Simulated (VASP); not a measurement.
## Bi: single point with PBEsol

The system is Bi.

```
Bi
1.0
    -3.15757    3.19555    1.68182
     3.19555   -3.15757    1.68182
     3.12980    3.12980   -1.61226
Bi
2
Direct
  0.00043 0.99957 0.00000
  0.74957 0.25043 0.50000
```

| Quantity | Value |
| --- | --- |
| Program | VASP 6.6.1 |
| Task | single point |
| Functional | PBEsol |
| Potentials or basis | VASP PAW PBE potentials, release 64 (Bi_d) |
| Cutoff | 520 eV |
| k mesh | 12 × 12 × 8 |
| Occupations | fermi-dirac, width 0.1 eV |
| Spin | no spin polarisation |

```yaml
Pressure: -2.0 GPa
Largest_force: 0.004 eV/Å
Band_gap_on_the_k_mesh: zero (bands 15 and 16 overlap by 5.27 eV)
```

Forces in eV/Å, atoms in the order of the input:
```
Bi   0.003 -0.003  0.000
Bi  -0.003  0.003  0.000
```

Stress tensor (GPa, compression positive):
```
-1.97  0.19 -0.15
 0.19 -1.97 -0.15
-0.15 -0.15 -1.95
```

Levels at points of the mesh, in eV from the Fermi level:
| k point | band 12 | band 13 | band 14 | band 15 | band 16 | band 17 | band 18 | band 19 |
| --- | --- | --- | --- | --- | --- | --- | --- | --- |
| (0.00, 0.00, 0.00) | -9.12 | -3.01 | -2.91 | 2.76 | 3.44 | 3.48 | 4.22 | 4.27 |
| (0.50, 0.00, 0.00) | -9.12 | -4.12 | -2.76 | -2.03 | 0.88 | 1.65 | 1.88 | 5.80 |
| (0.50, 0.50, 0.00) | -11.60 | -0.92 | -0.87 | -0.78 | -0.77 | 3.61 | 4.13 | 7.88 |
| (0.00, 0.00, 0.50) | -11.59 | -0.98 | -0.98 | -0.84 | -0.84 | 3.85 | 3.85 | 8.14 |
| (0.50, 0.00, 0.50) | -9.17 | -4.12 | -2.81 | -2.16 | 0.51 | 1.53 | 1.97 | 5.72 |
| (0.50, 0.50, 0.50) | -11.14 | -5.00 | -5.00 | 3.31 | 3.31 | 5.52 | 5.52 | 9.69 |

Wall time 6.1 min on 1 thread of Oxide Virtual Turin-like Processor, on a shared host, peak memory 0.44 GiB.

Caveat: the PAW data sets were made with another functional, which shifts forces and pressure a little; spin-orbit coupling is left out, which moves the levels of the heavy elements.
